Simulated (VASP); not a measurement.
# GaSb (F-43m) in VASP: further runs

The runs below take GaSb through relaxation of cell and atoms, with LDA.

Everything below comes from runs of VASP 6.6.1. Logs are shortened: lines on timing, memory, paths and dates and some standing lists are left out, and cuts for length are marked.

## Step 1: The cell of the first run

The structure is cubic, space group F-43m (No. 216). Conventional cell: a = 6.051 Å, b = 6.051 Å, c = 6.051 Å, α = 90.00°, β = 90.00°, γ = 90.00°. Within 3.5 Å of Ga (site symmetry -43m) lie 4 Sb at 2.62 Å. Within 3.5 Å of Sb (site symmetry -43m) lie 4 Ga at 2.62 Å.

## Step 2: Relaxation of cell and atoms, LDA, target pressure 1 GPa, at which the enthalpy is minimised

The input, INCAR:

```
SYSTEM = GaSb
PREC     = Accurate       ! precision mode
ENCUT    = 600            ! plane-wave cutoff, eV
EDIFF    = 1E-6           ! SCF threshold, eV
ISMEAR   = -1             ! smearing method
SIGMA    = 0.1            ! smearing width, eV
LREAL    = .FALSE.        ! projectors in reciprocal space
LASPH    = .TRUE.         ! aspherical terms in the spheres
NELM     = 60             ! most SCF steps
ALGO     = Normal         ! electronic algorithm
ISIF     = 3              ! what is computed and relaxed
LWAVE    = .FALSE.        ! write WAVECAR
LCHARG   = .FALSE.        ! write CHGCAR
GGA      = CA             ! functional
IBRION   = 2              ! ionic algorithm
NSW      = 100            ! ionic steps
EDIFFG   = -0.002         ! ionic threshold
PSTRESS  = 10.0
```

The input, KPOINTS:

```
regular mesh
0
G
  14 14 14
  0 0 0
```

The input, POSCAR:

```
GaSb
1.0
    0.0000000000      3.0253526699      3.0253526699
    3.0253526699      0.0000000000      3.0253526699
    3.0253526699      3.0253526699      0.0000000000
Ga Sb
1 1
Direct
    0.0000000000      0.0000000000      0.0000000000
    0.7500000000      0.7500000000      0.7500000000
```

Potentials or basis: VASP PAW LDA potentials, release 64 (Ga_d, Sb).

On the command line:

```console
$ cat potpaw_LDA.64/Ga_d/POTCAR potpaw_LDA.64/Sb/POTCAR > POTCAR
$ mpirun -np 1 vasp_std > vasp.out
```

OUTCAR:

```text
SYSTEM = GaSb
   PREC = Accurate
   ENCUT = 600
   EDIFF = 1E-6
   ISMEAR = -1
   LREAL = .FALSE.
   LASPH = .TRUE.
   NELM = 60
   ISIF = 3
   GGA = CA
   IBRION = 2
   NSW = 100
   EDIFFG = -0.002
   PSTRESS = 10.0

 ion  position               nearest neighbor table
   1  0.000  0.000  0.000-   2 2.62   2 2.62   2 2.62   2 2.62
   2  0.750  0.750  0.750-   1 2.62   1 2.62   1 2.62   1 2.62

  LATTYP: Found a face centered cubic cell.
 ALAT       =     6.0507053398

  Lattice vectors:

 A1 = (   0.0000000000,   3.0253526699,   3.0253526699)
 A2 = (   3.0253526699,   0.0000000000,   3.0253526699)
 A3 = (   3.0253526699,   3.0253526699,   0.0000000000)

Analysis of symmetry for initial positions (statically):
=====================================================================
 Subroutine PRICEL returns:
 Original cell was already a primitive cell.

 Routine SETGRP: Setting up the symmetry group for a
 face centered cubic supercell.

 Subroutine GETGRP returns: Found 24 space group operations
 (whereof 24 operations were pure point group operations)
 out of a pool of 48 trial point group operations.

The static configuration has the point symmetry T_d .

Analysis of symmetry for dynamics (positions and initial velocities):
=====================================================================
 Subroutine PRICEL returns:
 Original cell was already a primitive cell.

 Routine SETGRP: Setting up the symmetry group for a
 face centered cubic supercell.

 Subroutine GETGRP returns: Found 24 space group operations
 (whereof 24 operations were pure point group operations)
 out of a pool of 48 trial point group operations.

The dynamic configuration has the point symmetry T_d .

 Subroutine INISYM returns: Found 24 space group operations
 (whereof 24 operations are pure point group operations),
 and found     1 'primitive' translations

----------------------------------------------------------------------------------------

                                     Primitive cell

  volume of cell :      55.3806

  direct lattice vectors                    reciprocal lattice vectors
     0.000000000  3.025352670  3.025352670    -0.165269988  0.165269988  0.165269988
     3.025352670  0.000000000  3.025352670     0.165269988 -0.165269988  0.165269988
     3.025352670  3.025352670  0.000000000     0.165269988  0.165269988 -0.165269988

  length of vectors
     4.278494777  4.278494777  4.278494777     0.286256016  0.286256016  0.286256016

  position of ions in fractional coordinates (direct lattice)
     0.000000000  0.000000000  0.000000000
     0.750000000  0.750000000  0.750000000

  ion indices of the primitive-cell ions
   primitive index   ion index
                 1           1
                 2           2

----------------------------------------------------------------------------------------

 KPOINTS: regular mesh

Automatic generation of k-mesh.
 Grid dimensions read from file:
 generate k-points for:   14   14   14

 Generating k-lattice:

  Cartesian coordinates                     Fractional coordinates (reciprocal lattice)
    -0.011804999  0.011804999  0.011804999     0.071428571  0.000000000  0.000000000
     0.011804999 -0.011804999  0.011804999     0.000000000  0.071428571  0.000000000
     0.011804999  0.011804999 -0.011804999     0.000000000  0.000000000  0.071428571

  Length of vectors
     0.020446858  0.020446858  0.020446858

  Shift w.r.t. Gamma in fractional coordinates (k-lattice)
     0.000000000  0.000000000  0.000000000

 Subroutine IBZKPT returns following result:
 ===========================================

 Found    104 irreducible k-points:

 Following reciprocal coordinates:
            Coordinates               Weight
  0.000000  0.000000  0.000000      1.000000
  0.071429  0.000000  0.000000      8.000000
  0.142857  0.000000  0.000000      8.000000
  0.214286  0.000000  0.000000      8.000000
  0.285714  0.000000  0.000000      8.000000
  0.357143  0.000000  0.000000      8.000000
[... 16 lines left out ...]
  0.214286  0.142857  0.000000     24.000000
  0.285714  0.142857  0.000000     24.000000
 [... further k-points ...]
   k-points           NKPTS =    104   k-points in BZ     NKDIM =    104   number of bands    NBANDS=     13
   number of dos      NEDOS =    301   number of ions     NIONS =      2
   total plane-waves  NPLWV =  46656
   dimension x,y,z NGX =    36 NGY =   36 NGZ =   36
   dimension x,y,z NGXF=    72 NGYF=   72 NGZF=   72
   ions per type =               1   1
   NGX,Y,Z   is equivalent  to a cutoff of  13.99, 13.99, 13.99 a.u.
   NGXF,Y,Z  is equivalent  to a cutoff of  27.98, 27.98, 27.98 a.u.
 SYSTEM =  GaSb
   PREC   = accura    normal or accurate (medium, high low for compatibility)
   ISTART =      0    job   : 0-new  1-cont  2-samecut
   ICHARG =      2    charge: 1-file 2-atom 10-const
   ISPIN  =      1    spin polarized calculation?
   LNONCOLLINEAR =      F non collinear calculations
   LSORBIT =      F    spin-orbit coupling
   LASPH  =      T    aspherical Exc in radial PAW
   ENCUT  =  600.0 eV  44.10 Ry    6.64 a.u.   8.55  8.55  8.55*2*pi/ulx,y,z
   NELM   =     60;   NELMIN=  2; NELMDL= -5     # of ELM steps
   EDIFF  = 0.1E-05   stopping-criterion for ELM
   LREAL  =      F    real-space projection
   EDIFFG = -.2E-02   stopping-criterion for IOM
   NSW    =    100    number of steps for IOM
   IBRION =      2    ionic relax: 0-MD 1-quasi-New 2-CG
   NFREE  =      1    steps in history (QN), initial steepest desc. (CG)
   ISIF   =      3    stress and relaxation
   ISYM   =      2    0-nonsym 1-usesym 2-fastsym
   POTIM  = 0.5000    time-step for ionic-motion
   TEBEG  =    0.0;   TEEND  =   0.0 temperature during run
   PSTRESS=   10.0 pullay stress
   NELECT =      18.0000    total number of electrons
   NUPDOWN=      -1.0000    fix difference up-down
   EMIN   =  10.00;   EMAX   =-10.00  energy-range for DOS
   EFERMI =   0.00;   METHOD = LEGACY
   ISMEAR =    -1;   SIGMA  =   0.10  broadening in eV -4-tet -1-fermi 0-gaus
   EFERMI_NEDOS =   21; number of points for ismear=-14 and -15
   IALGO  =     38    algorithm
   IMIX   =      4    mixing-type and parameters
     AMIX     =   0.40;   BMIX     =  1.00
     AMIX_MAG =   1.60;   BMIX_MAG =  1.00
  volume/ion in A,a.u.               =      27.69       186.86
  Fermi-wavevector in a.u.,A,eV,Ry     =   1.125589  2.127054 17.237895  1.266950
  Thomas-Fermi vector in A             =   2.262266
   LORBIT       =      0    0 simple, 1 ext, 2 COOP (PROOUT), +10 PAW based schemes
   GGA     = CA    functional components
   LHFCALC =     F    Hartree Fock is set to
   AEXX    =    0.0000 exact exchange contribution
   IVDW    =     0    specifies the selected vdW correction
   LEPSILON=     F    determine dielectric tensor
   LRPA    =     F    only Hartree local field effects (RPA)
 conjugate gradient relaxation of ions
 non-spin polarized calculation
  energy-cutoff  :      600.00
  volume of cell :       55.38
 maximum number of plane-waves:      1868
 NGX is ok and might be reduce to    36
   NGX = 17   NGY = 17   NGZ = 17

--------------------------------------- Ionic step        1  -------------------------------------------

 number of electron      18.0000004 magnetization

 Free energy of the ion-electron system (eV)
  ---------------------------------------------------
  ext. energy  EPLUGINS =         0.00000000
  ---------------------------------------------------
  free energy    TOTEN  =        -8.67467919 eV

  energy without entropy =       -8.67332624  energy(sigma->0) =       -8.67400271

------------------------ aborting loop because EDIFF is reached ----------------------------------------

  FORCE on cell =-STRESS in cart. coord.  units (eV):
  Direction    XX          YY          ZZ          XY          YZ          ZX
  --------------------------------------------------------------------------------------
  -------------------------------------------------------------------------------------
  Total        0.0484549      0.0484549      0.0484549     -0.0000000      0.0000000     -0.0000000
  in kB        1.4018140      1.4018140      1.4018140     -0.0000000      0.0000000     -0.0000000
  external PRESSURE =      -8.5981860 kB  Pullay stress =      10.0000000 kB

 VOLUME and BASIS-vectors are now :
 -----------------------------------------------------------------------------
  energy-cutoff  :      600.00
  volume of cell :       55.38
      direct lattice vectors                 reciprocal lattice vectors
     0.000000000  3.025352670  3.025352670    -0.165269988  0.165269988  0.165269988
     3.025352670  0.000000000  3.025352670     0.165269988 -0.165269988  0.165269988
     3.025352670  3.025352670  0.000000000     0.165269988  0.165269988 -0.165269988
[... 160 lines left out ...]
  FREE ENERGIE OF THE ION-ELECTRON SYSTEM (eV)
  ---------------------------------------------------
  free  energy   TOTEN  =        -8.6717681341 eV

  energy  without entropy=       -8.6705546016  energy(sigma->0) =       -8.67116137

  enthalpy is  TOTEN    =        -8.3311433111 eV   P V=        0.3406248231

--------------------------------------- Ionic step        6  -------------------------------------------

 number of electron      18.0000002 magnetization

 Free energy of the ion-electron system (eV)
  ---------------------------------------------------
  ext. energy  EPLUGINS =         0.00000000
  ---------------------------------------------------
  free energy    TOTEN  =        -8.67176651 eV

  energy without entropy =       -8.67055317  energy(sigma->0) =       -8.67115984

 E-fermi :   5.3857     XC(G=0):  -9.6041

 val. band max:        5.1838612860   @ k =   0.0000   0.0000   0.0000
 cond. band min:       5.4053299145   @ k =   0.0000   0.0000   0.0000
 fundamental gap:      0.2214686285
 Fermi energy:         5.3856688624

 k-point     1 :       0.0000    0.0000    0.0000
  band No.  band energies     occupation
      1     -10.0603      2.00000
      2     -10.0603      2.00000
      3     -10.0603      2.00000
      4     -10.0032      2.00000
      5     -10.0032      2.00000
      6      -6.6748      2.00000
      7       5.1839      1.76536
      8       5.1839      1.76536
      9       5.1839      1.76536
     10       5.4053      0.90201
     11       7.9199      0.00000
     12       7.9199      0.00000
     13       7.9199      0.00000

 k-point     2 :       0.0714    0.0000    0.0000
  band No.  band energies     occupation
      1     -10.0620      2.00000
      2     -10.0596      2.00000
      3     -10.0596      2.00000
      4     -10.0033      2.00000
      5     -10.0033      2.00000
      6      -6.6192      2.00000
      7       4.1022      1.99999
      8       5.0825      1.90799
      9       5.0825      1.90799
     10       6.1238      0.00125
     11       8.0558      0.00000
[... 339 lines left out ...]
 k-point    24 :       0.2857    0.1429    0.0000
  band No.  band energies     occupation
      1     -10.0833      2.00000
      2     -10.0502      2.00000
      3     -10.0492      2.00000
      4     -10.0072      2.00000
      5     -10.0019      2.00000
      6      -5.8876      2.00000
      7       1.0284      2.00000
      8       3.5948      2.00000
      9       3.7460      2.00000
     10       7.0029      0.00000
     11       8.0776      0.00000
     12       9.8671      0.00000
     13       9.9384      0.00000

 [... further k-points ...]
[... 5 lines left out ...]
  --------------------------------------------------------------------------------------
  -------------------------------------------------------------------------------------
  Total        0.3439124      0.3439124      0.3439124      0.0000000      0.0000000     -0.0000000
  in kB       10.0965640     10.0965640     10.0965640      0.0000000      0.0000000     -0.0000000
  external PRESSURE =       0.0965640 kB  Pullay stress =      10.0000000 kB

 VOLUME and BASIS-vectors are now :
 -----------------------------------------------------------------------------
  energy-cutoff  :      600.00
  volume of cell :       54.57
      direct lattice vectors                 reciprocal lattice vectors
     0.000000000  3.010590085  3.010590085    -0.166080398  0.166080398  0.166080398
     3.010590085  0.000000000  3.010590085     0.166080398 -0.166080398  0.166080398
     3.010590085  3.010590085 -0.000000000     0.166080398  0.166080398 -0.166080398

 POSITION                                       TOTAL-FORCE (eV/Angst)
 -----------------------------------------------------------------------------------
      6.02118      6.02118      6.02118        -0.000000     -0.000000     -0.000000
      4.51589      4.51589      4.51589         0.000000      0.000000      0.000000
 -----------------------------------------------------------------------------------
    total drift:                                0.000000      0.000000      0.000000

  FREE ENERGIE OF THE ION-ELECTRON SYSTEM (eV)
  ---------------------------------------------------
  free  energy   TOTEN  =        -8.6717665144 eV

  energy  without entropy=       -8.6705531694  energy(sigma->0) =       -8.67115984

  enthalpy is  TOTEN    =        -8.3311432599 eV   P V=        0.3406232546

 reached required accuracy - stopping structural energy minimisation
```

Wall time 3.2 min (1 thread of Intel Xeon 6975P-C, shared host); peak memory 0.25 GiB.

What came out:

| Property | Result |
| --- | --- |
| Free energy | -8.6718 eV |
| Relaxed volume | 27.29 Å³/atom |
| Relaxed cell | a = 4.258 Å, b = 4.258 Å, c = 4.258 Å, α = 60.00°, β = 60.00°, γ = 60.00° |
| Space group after relaxing (to 0.05 Å) | F-43m (No. 216) |
| Energy change on relaxing (the enthalpy is what falls) | +1.5 meV/atom |
| Ionic steps | 6 |
| Pressure after relaxing | 1.0 GPa |
| Band gap on the k mesh | 0.22 eV, direct |

Step by step:
```
step  energy change (eV)  largest force (eV/Å)  pressure (GPa)  volume (Å³)
   1              0.0000                0.0000            0.14        55.38
   2              0.0058                0.0000            1.43        54.20
   3              0.0028                0.0000            0.96        54.59
   4              0.0030                0.0000            1.06        54.55
   5              0.0029                0.0000            0.99        54.57
   6              0.0029                0.0000            1.01        54.57
```

Final structure:
```
Ga Sb
1.0
     0.00000    3.01059    3.01059
     3.01059    0.00000    3.01059
     3.01059    3.01059    0.00000
Ga Sb
1 1
Direct
  0.00000 0.00000 0.00000
  0.75000 0.75000 0.75000
```

Caveat: the cell is relaxed towards a set pressure, so the enthalpy falls and the energy may rise; spin-orbit coupling is left out, which moves the levels of the heavy elements. Zero-point motion and thermal expansion aren't in these numbers.

(Continued in part 2 of 2.)
